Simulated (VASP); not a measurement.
Wanted: the native input for a VASP 6.6.1 run.

| Item | Value |
| --- | --- |
| Task | single point |
| Functional | PBE |
| Potentials or basis | VASP PAW PBE potentials, release 64 (Tl_d) |
| Cutoff | 520 eV |
| k mesh | 18 × 18 × 10 |
| Occupations | gaussian, width 0.15 eV |
| Spin | no spin polarisation |
| Dipole correction | no |
| Further INCAR settings | ALGO = Fast; EDIFF = 1e-06; NBANDS = 20 |

The structure of Tl lies in POSCAR:

```
Tl
1.0
    3.4559983565      0.0000000000      0.0000000000
   -1.7279991783      2.9929823722      0.0000000000
    0.0000000000      0.0000000000      5.5250000000
Tl
2
Direct
    0.3333333333      0.6666666667      0.2500000000
    0.6666666667      0.3333333333      0.7500000000
```

The input as run:

INCAR

```
PREC     = Accurate       # precision mode
ENCUT    = 520            # plane-wave cutoff, eV
EDIFF    = 1E-6           # SCF threshold, eV
ISMEAR   = 0              # smearing method
SIGMA    = 0.15           # smearing width, eV
LREAL    = False          # projectors in reciprocal space
LASPH    = True           # aspherical terms in the spheres
NELM     = 80             # most SCF steps
ALGO     = Fast           # electronic algorithm
ISIF     = 2              # what is computed and relaxed
LWAVE    = False          # write WAVECAR
LCHARG   = False          # write CHGCAR
GGA      = PE             # functional
NBANDS   = 20             # bands
```

KPOINTS

```
regular mesh
0
Gamma
  18 18 10
```

Potentials or basis: VASP PAW PBE potentials, release 64 (Tl_d).

Command:

```bash
$ cat potpaw_PBE.64/Tl_d/POTCAR > POTCAR
$ mpirun -np 1 vasp_std > vasp.out
```

It gave:

```json
{
 "Pressure": "3.2 GPa",
 "Band gap on the k mesh": "zero (band 13 reaches 10.09 eV, above the bottom of band 14 at 4.31 eV)"
}
```

Caveat: spin-orbit coupling is left out, which moves the levels of the heavy elements.

Wall time 110 s on 1 thread of Intel(R) Xeon(R) Platinum 8488C (Sapphire Rapids), with other jobs on the host, peak memory 0.32 GiB.
